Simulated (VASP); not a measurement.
Wanted: the native input for a VASP 6.6.1 run.

- Task: single point
- Functional: PBEsol
- Potentials or basis: VASP PAW PBE potentials, release 64 (Cr_pv)
- Cutoff: 520 eV
- k mesh: 9 × 9 × 5
- Occupations: fermi-dirac, width 0.05 eV
- Spin: collinear spin, ferromagnetic start
- Starting moments: [3.75, 3.75] μB
- Fixed moment: 7.5 μB
- Dipole correction: no
- Further INCAR settings: ALGO = Normal; EDIFF = 1e-06; NBANDS = 23

The structure of Cr lies in POSCAR:

```
Cr
1.0
    2.7140000000      0.0000000000      0.0000000000
   -1.3570000000      2.3503929459      0.0000000000
    0.0000000000      0.0000000000      4.4100000000
Cr
2
Direct
    0.6666666667      0.3333333333      0.7500000000
    0.3333333333      0.6666666667      0.2500000000
```

This isn't the form of Cr at room conditions, which is bcc.

These files were run (other wordings do the same):

INCAR

```
PREC     = Accurate       # precision mode
ENCUT    = 520            # plane-wave cutoff, eV
EDIFF    = 1E-6           # SCF threshold, eV
ISMEAR   = -1             # smearing method
SIGMA    = 0.05           # smearing width, eV
LREAL    = False          # projectors in reciprocal space
LASPH    = True           # aspherical terms in the spheres
NELM     = 150            # most SCF steps
ALGO     = Normal         # electronic algorithm
ISIF     = 2              # what is computed and relaxed
LWAVE    = False          # write WAVECAR
LCHARG   = True           # write CHGCAR
ISPIN    = 2              # spin polarisation
MAGMOM   = 3.75 3.75      # initial moments
LORBIT   = 11             # projections on sites
NUPDOWN  = 7.5            # fixed moment
LMAXMIX  = 4              # l up to which the mixer works
GGA      = PS             # functional
LELF     = True           # ELF
LVHAR    = True         
NBANDS   = 23             # bands
```

KPOINTS

```
Automatic mesh
0
Gamma
  9 9 5
```

Potentials or basis: VASP PAW PBE potentials, release 64 (Cr_pv).

Run with:

```sh
$ cat potpaw_PBE.64/Cr_pv/POTCAR > POTCAR
$ mpirun -np 1 vasp_std > vasp.out
```

It gave:

| Quantity | Value |
| --- | --- |
| Pressure | 21.0 GPa |
| Net moment | 7.50 μB per cell |
| Site moments | Cr +3.38 μB |
| Valence electrons inside the program's atomic spheres | Cr 10.79 |

Caveat: the cell stands under pressure; the PAW data sets were made with another functional, which shifts forces and pressure a little; the total moment is fixed, so each spin has its own Fermi level and the state may be an excited one.

Wall time 23 s on 1 thread of Intel(R) Xeon(R) Platinum 8559C (Emerald Rapids) (shared host), peak memory 0.16 GiB.
